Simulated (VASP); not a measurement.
# Au (Fm-3m) in VASP: density of states with PBE

Aim: the density of states of Au with PBE.

All numbers are computed with VASP 6.6.1; they aren't measurements. Logs are shortened: lines on timing, memory, paths and dates and some standing lists are left out, and cuts for length are marked.

## (1) The cell of the first run

Symmetry: Fm-3m, No. 225, cubic system. Conventional cell: a = 4.070 Å, b = 4.070 Å, c = 4.070 Å, α = 90.00°, β = 90.00°, γ = 90.00°. Au (site symmetry m-3m) has 12 Au at 2.88 Å within 3.8 Å.

## (2) Density of states, PBE

Contents of POSCAR:

```
Au
1.0
    0.0000000000      2.0350000000      2.0350000000
    2.0350000000      0.0000000000      2.0350000000
    2.0350000000      2.0350000000      0.0000000000
Au
1
Direct
    0.0000000000      0.0000000000      0.0000000000
```

Contents of INCAR.step1:

```
SYSTEM = Au
ALGO     = Normal         ! electronic algorithm
EDIFF    = 1E-6           ! SCF threshold, eV
ENCUT    = 400            ! plane-wave cutoff, eV
GGA      = PE             ! functional
GGA_COMPAT= .False.      
ISIF     = 2              ! what is computed and relaxed
ISMEAR   = -1             ! smearing method
LASPH    = .True.         ! aspherical terms in the spheres
LCHARG   = .True.         ! write CHGCAR
LMAXMIX  = 4              ! l up to which the mixer works
LORBIT   = 11             ! projections on sites
LREAL    = .False.        ! projectors in reciprocal space
LWAVE    = .False.        ! write WAVECAR
NBANDS   = 12             ! bands
NEDOS    = 2001           ! points of the DOS
NELM     = 120            ! most SCF steps
PREC     = Accurate       ! precision mode
SIGMA    = 0.05           ! smearing width, eV
```

Contents of KPOINTS.step1:

```
k-points
0
Gamma
  11 11 11
  0 0 0
```

Contents of INCAR.step2:

```
SYSTEM = Au
ALGO     = Normal         ! electronic algorithm
EDIFF    = 1E-6           ! SCF threshold, eV
ENCUT    = 400            ! plane-wave cutoff, eV
GGA      = PE             ! functional
GGA_COMPAT= .False.      
ICHARG   = 11             ! starting density
ISIF     = 2              ! what is computed and relaxed
ISMEAR   = -5             ! smearing method
LASPH    = .True.         ! aspherical terms in the spheres
LCHARG   = .False.        ! write CHGCAR
LMAXMIX  = 4              ! l up to which the mixer works
LORBIT   = 10             ! projections on sites
LREAL    = .False.        ! projectors in reciprocal space
LWAVE    = .False.        ! write WAVECAR
NEDOS    = 1001           ! points of the DOS
NELM     = 120            ! most SCF steps
PREC     = Accurate       ! precision mode
SIGMA    = 0.05           ! smearing width, eV
```

Contents of KPOINTS.step2:

```
k-points
0
Gamma
  17 17 17
  0 0 0
```

Potentials or basis: VASP PAW PBE potentials, release 64 (Au).

Started as:

```bash
$ cat potpaw_PBE.64/Au/POTCAR > POTCAR
$ cp INCAR.step1 INCAR
$ cp KPOINTS.step1 KPOINTS
$ mpirun -np 1 vasp_std > vasp.out
$ cp INCAR.step2 INCAR
$ cp KPOINTS.step2 KPOINTS
$ mpirun -np 1 vasp_std > vasp.out
```

OUTCAR:

```text
SYSTEM = Au
   EDIFF = 1E-6
   ENCUT = 400
   GGA = PE
   ICHARG = 11
   ISIF = 2
   ISMEAR = -5
   LASPH = .True.
   LORBIT = 10
   LREAL = .False.
   NELM = 120
   PREC = Accurate

 ion  position               nearest neighbor table
   1  0.000  0.000  0.000-

  LATTYP: Found a face centered cubic cell.
 ALAT       =     4.0700000000

  Lattice vectors:

 A1 = (   0.0000000000,   2.0350000000,   2.0350000000)
 A2 = (   2.0350000000,   0.0000000000,   2.0350000000)
 A3 = (   2.0350000000,   2.0350000000,   0.0000000000)

Analysis of symmetry for initial positions (statically):
=====================================================================
 Subroutine PRICEL returns:
 Original cell was already a primitive cell.

 Routine SETGRP: Setting up the symmetry group for a
 face centered cubic supercell.

 Subroutine GETGRP returns: Found 48 space group operations
 (whereof 48 operations were pure point group operations)
 out of a pool of 48 trial point group operations.

The static configuration has the point symmetry O_h .

Analysis of symmetry for dynamics (positions and initial velocities):
=====================================================================
 Subroutine PRICEL returns:
 Original cell was already a primitive cell.

 Routine SETGRP: Setting up the symmetry group for a
 face centered cubic supercell.

 Subroutine GETGRP returns: Found 48 space group operations
 (whereof 48 operations were pure point group operations)
 out of a pool of 48 trial point group operations.

The dynamic configuration has the point symmetry O_h .

 Subroutine INISYM returns: Found 48 space group operations
 (whereof 48 operations are pure point group operations),
 and found     1 'primitive' translations

----------------------------------------------------------------------------------------

                                     Primitive cell

  volume of cell :      16.8548

  direct lattice vectors                    reciprocal lattice vectors
     0.000000000  2.035000000  2.035000000    -0.245700246  0.245700246  0.245700246
     2.035000000  0.000000000  2.035000000     0.245700246 -0.245700246  0.245700246
     2.035000000  2.035000000  0.000000000     0.245700246  0.245700246 -0.245700246

  length of vectors
     2.877924599  2.877924599  2.877924599     0.425565309  0.425565309  0.425565309

  position of ions in fractional coordinates (direct lattice)
     0.000000000  0.000000000  0.000000000

  ion indices of the primitive-cell ions
   primitive index   ion index
                 1           1

----------------------------------------------------------------------------------------

 KPOINTS: k-points

Automatic generation of k-mesh.
 Grid dimensions read from file:
 generate k-points for:   17   17   17

 Generating k-lattice:

  Cartesian coordinates                     Fractional coordinates (reciprocal lattice)
    -0.014452956  0.014452956  0.014452956     0.058823529  0.000000000  0.000000000
     0.014452956 -0.014452956  0.014452956     0.000000000  0.058823529  0.000000000
     0.014452956  0.014452956 -0.014452956     0.000000000  0.000000000  0.058823529

  Length of vectors
     0.025033253  0.025033253  0.025033253

  Shift w.r.t. Gamma in fractional coordinates (k-lattice)
     0.000000000  0.000000000  0.000000000

 TETIRR: Found    693 inequivalent tetrahedra from    29478

 Subroutine IBZKPT returns following result:
 ===========================================

 Found    165 irreducible k-points:

 Following reciprocal coordinates:
            Coordinates               Weight
  0.000000  0.000000  0.000000      1.000000
  0.058824  0.000000  0.000000      8.000000
  0.117647  0.000000  0.000000      8.000000
  0.176471  0.000000  0.000000      8.000000
  0.235294  0.000000  0.000000      8.000000
  0.294118  0.000000  0.000000      8.000000
[... 16 lines left out ...]
 -0.176471  0.058824  0.000000     24.000000
 -0.117647  0.058824  0.000000     24.000000
 [... further k-points ...]
   k-points           NKPTS =    165   k-points in BZ     NKDIM =    165   number of bands    NBANDS=      9
   number of dos      NEDOS =   1001   number of ions     NIONS =      1
   total plane-waves  NPLWV =   8000
   dimension x,y,z NGX =    20 NGY =   20 NGZ =   20
   dimension x,y,z NGXF=    40 NGYF=   40 NGZF=   40
   ions per type =               1
   NGX,Y,Z   is equivalent  to a cutoff of  11.55, 11.55, 11.55 a.u.
   NGXF,Y,Z  is equivalent  to a cutoff of  23.11, 23.11, 23.11 a.u.
 SYSTEM =  Au
   PREC   = accura    normal or accurate (medium, high low for compatibility)
   ISTART =      0    job   : 0-new  1-cont  2-samecut
   ICHARG =     11    charge: 1-file 2-atom 10-const
   ISPIN  =      1    spin polarized calculation?
   LNONCOLLINEAR =      F non collinear calculations
   LSORBIT =      F    spin-orbit coupling
   LASPH  =      T    aspherical Exc in radial PAW
   ENCUT  =  400.0 eV  29.40 Ry    5.42 a.u.   4.69  4.69  4.69*2*pi/ulx,y,z
   NELM   =    120;   NELMIN=  2; NELMDL=  0     # of ELM steps
   EDIFF  = 0.1E-05   stopping-criterion for ELM
   LREAL  =      F    real-space projection
   EDIFFG = 0.1E-04   stopping-criterion for IOM
   NSW    =      0    number of steps for IOM
   IBRION =     -1    ionic relax: 0-MD 1-quasi-New 2-CG
   NFREE  =      0    steps in history (QN), initial steepest desc. (CG)
   ISIF   =      2    stress and relaxation
   ISYM   =      2    0-nonsym 1-usesym 2-fastsym
   POTIM  = 0.5000    time-step for ionic-motion
   TEBEG  =    0.0;   TEEND  =   0.0 temperature during run
   PSTRESS=    0.0 pullay stress
   NELECT =      11.0000    total number of electrons
   NUPDOWN=      -1.0000    fix difference up-down
   EMIN   =  10.00;   EMAX   =-10.00  energy-range for DOS
   EFERMI =   0.00;   METHOD = LEGACY
   ISMEAR =    -5;   SIGMA  =   0.05  broadening in eV -4-tet -1-fermi 0-gaus
   EFERMI_NEDOS =   21; number of points for ismear=-14 and -15
   IALGO  =     38    algorithm
   IMIX   =      4    mixing-type and parameters
     AMIX     =   0.40;   BMIX     =  1.00
     AMIX_MAG =   1.60;   BMIX_MAG =  1.00
  volume/ion in A,a.u.               =      16.85       113.74
  Fermi-wavevector in a.u.,A,eV,Ry     =   1.420032  2.683470 27.436005  2.016489
  Thomas-Fermi vector in A             =   2.540990
   LORBIT       =     10    0 simple, 1 ext, 2 COOP (PROOUT), +10 PAW based schemes
   GGA     = PE    functional components
   LHFCALC =     F    Hartree Fock is set to
   AEXX    =    0.0000 exact exchange contribution
   IVDW    =     0    specifies the selected vdW correction
   LEPSILON=     F    determine dielectric tensor
   LRPA    =     F    only Hartree local field effects (RPA)
 non-spin polarized calculation
 Fermi weights with tetrahedron method with Bloechl corrections
  energy-cutoff  :      400.00
  volume of cell :       16.85
 maximum number of plane-waves:       331

 number of electron      10.9999997 magnetization

 Free energy of the ion-electron system (eV)
  ---------------------------------------------------
  ext. energy  EPLUGINS =         0.00000000
  ---------------------------------------------------
  free energy    TOTEN  =        -3.18658569 eV

  energy without entropy =       -3.18658569  energy(sigma->0) =       -3.18658569

 E-fermi :   9.7161     XC(G=0): -12.7827

 val. band max:        9.6697941808   @ k =   0.4706   0.1765   0.0000
 cond. band min:       9.7659203352   @ k =  -0.4118   0.1176   0.0000
 fundamental gap:      0.0961261544
 Fermi energy:         9.7161172163

 k-point     1 :       0.0000    0.0000    0.0000
  band No.  band energies     occupation
      1      -0.3130      2.00000
      2       4.9095      2.00000
      3       4.9095      2.00000
      4       4.9095      2.00000
      5       6.4527      2.00000
      6       6.4527      2.00000
      7      24.1677      0.00000
      8      28.2301      0.00000
      9      28.2301      0.00000

 k-point     2 :       0.0588    0.0000    0.0000
  band No.  band energies     occupation
      1      -0.1908      2.00000
      2       4.8688      2.00000
      3       4.9521      2.00000
      4       4.9521      2.00000
      5       6.4332      2.00000
      6       6.4332      2.00000
      7      24.3155      0.00000
      8      27.4433      0.00000
      9      28.3790      0.00000

 k-point     3 :       0.1176    0.0000    0.0000
  band No.  band energies     occupation
      1       0.1646      2.00000
      2       4.7679      2.00000
      3       5.0610      2.00000
      4       5.0610      2.00000
      5       6.3957      2.00000
      6       6.3957      2.00000
      7      24.6354      0.00000
      8      25.8606      0.00000
      9      28.7975      0.00000

 k-point     4 :       0.1765    0.0000    0.0000
  band No.  band energies     occupation
      1       0.7117      2.00000
      2       4.6738      2.00000
      3       5.1732      2.00000
      4       5.1732      2.00000
      5       6.4082      2.00000
      6       6.4082      2.00000
      7      23.6207      0.00000
      8      25.3201      0.00000
      9      29.3771      0.00000
[... 205 lines left out ...]
 k-point    22 :      -0.2353    0.0588    0.0000
  band No.  band energies     occupation
      1       1.6543      2.00000
      2       4.6763      2.00000
      3       5.2052      2.00000
      4       5.2520      2.00000
      5       6.4033      2.00000
      6       6.9452      2.00000
      7      20.7785      0.00000
      8      25.2091      0.00000
      9      28.1236      0.00000

 k-point    23 :      -0.1765    0.0588    0.0000
  band No.  band energies     occupation
      1       1.0240      2.00000
      2       4.5831      2.00000
      3       5.2333      2.00000
      4       5.2534      2.00000
      5       6.2246      2.00000
      6       6.6650      2.00000
      7      22.9977      0.00000
      8      25.3492      0.00000
      9      28.3169      0.00000

 k-point    24 :      -0.1176    0.0588    0.0000
  band No.  band energies     occupation
      1       0.4329      2.00000
      2       4.6679      2.00000
      3       5.1376      2.00000
      4       5.1645      2.00000
      5       6.2390      2.00000
      6       6.5244      2.00000
      7      24.7179      0.00000
      8      25.3265      0.00000
      9      28.0768      0.00000

 [... further k-points ...]
[... 5 lines left out ...]
  --------------------------------------------------------------------------------------
  -------------------------------------------------------------------------------------
  Total        1.0811539      1.0811539      1.0811539      0.0000000      0.0000000      0.0000000
  in kB      102.7720132    102.7720132    102.7720132      0.0000000      0.0000000      0.0000000
  external PRESSURE =     102.7720132 kB  Pullay stress =       0.0000000 kB

 VOLUME and BASIS-vectors are now :
 -----------------------------------------------------------------------------
  energy-cutoff  :      400.00
  volume of cell :       16.85
      direct lattice vectors                 reciprocal lattice vectors
     0.000000000  2.035000000  2.035000000    -0.245700246  0.245700246  0.245700246
     2.035000000  0.000000000  2.035000000     0.245700246 -0.245700246  0.245700246
     2.035000000  2.035000000  0.000000000     0.245700246  0.245700246 -0.245700246

 POSITION                                       TOTAL-FORCE (eV/Angst)
 -----------------------------------------------------------------------------------
      0.00000      0.00000      0.00000         0.000000      0.000000      0.000000
 -----------------------------------------------------------------------------------
    total drift:                               -0.000000     -0.000000      0.000000

  FREE ENERGIE OF THE ION-ELECTRON SYSTEM (eV)
  ---------------------------------------------------
  free  energy   TOTEN  =        -3.1865856946 eV

  energy  without entropy=       -3.1865856946  energy(sigma->0) =       -3.18658569

 total charge

# of ion       s       p       d       tot
------------------------------------------
    1        0.542   0.366   8.766   9.675
```

Run time: 32 s. Hardware: 1 thread of Intel Xeon 8259CL, shared host; peak memory 0.14 GiB.

What came out:

```
Valence electrons inside the program's atomic spheres : Au 9.68
```

Caveat: spin-orbit coupling is left out, which moves the levels of the heavy elements; tetrahedron occupations give inexact forces and stress in metals.
